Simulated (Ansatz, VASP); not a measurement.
# One calculation of SnO, two programs

```
Sn O
1.0
     3.99210    0.00000    0.00000
     0.00000    3.99210    0.00000
     0.00000    0.00000    4.71510
Sn O
2 2
Direct
  0.00000 0.50000 0.23850
  0.50000 0.00000 0.76150
  0.00000 0.00000 0.00000
  0.50000 0.50000 0.00000
```

Change from the starting cell: strain +0.050 along x and y, -0.025 along z, atoms carried along.

Alike in both runs: task single point; functional PBEsol; dispersion D3(BJ); k mesh 12 × 12 × 10; occupations gaussian, width 0.15 eV; no spin polarisation.

|  | VASP | Ansatz |
| --- | --- | --- |
| version | VASP 6.6.1 | Ansatz 0.2.0 |
| potentials or method | VASP PAW PBE potentials, release 64 (Sn_d, O), cutoff 520 eV | scalar-relativistic, plane waves, PAW |
| valence electrons in the cell | 40 | 40 |

Ansatz gave:

- gap on the k mesh at the Fermi level (eV): 0.54
- least direct gap on the mesh (eV): 1.87
- pressure (GPa): -8.6
- traceless stress, the component that is largest in VASP (GPa): 3.81
- rms of the force components (eV/Å): 0.212

Task: Estimate VASP's values.

Result: gap on the k mesh at the Fermi level (eV): 0.54; least direct gap on the mesh (eV): 1.85; pressure (GPa): -8.4; traceless stress, the component that is largest in VASP (GPa): 3.80; rms of the force components (eV/Å): 0.184.

VASP's potentials were made for PBE, not for PBEsol. Atom by atom the forces differ by 0.027 eV/Å (rms over components).
